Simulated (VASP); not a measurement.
A run of VASP 6.6.1:

Contents of INCAR:

```
  ALGO = Normal
  EDIFF = 1E-6
  ENCUT = 520
  GGA = RP
  ISIF = 2
  ISMEAR = -1
  LASPH = True
  LCHARG = True
  LELF = True
  LREAL = False
  LVHAR = True
  LWAVE = False
  NBANDS = 8
  NELM = 60
  PREC = Accurate
  SIGMA = 0.1
```

KPOINTS

```
k-points
0
Gamma
  13 13 13
```

File POSCAR:

```
Sb
1.0
   -1.9351213157      1.9351213157      1.9351213157
    1.9351213157     -1.9351213157      1.9351213157
    1.9351213157      1.9351213157     -1.9351213157
Sb
1
Direct
    0.0000000000      0.0000000000      0.0000000000
```

Potentials or basis: VASP PAW PBE potentials, release 64 (Sb).

Command:

```bash
$ cat potpaw_PBE.64/Sb/POTCAR > POTCAR
$ mpirun -np 1 vasp_std > vasp.out
```

Hardware: 1 thread of Intel(R) Xeon(R) 6975P-C (Granite Rapids) (shared host).

Problem. Estimate the wall time of this run.

Solution. Run time: 7.8 s on 1 thread of Intel(R) Xeon(R) 6975P-C (Granite Rapids), on a shared host, peak memory 0.16 GiB. Counts: scf iterations 9, k points 84.
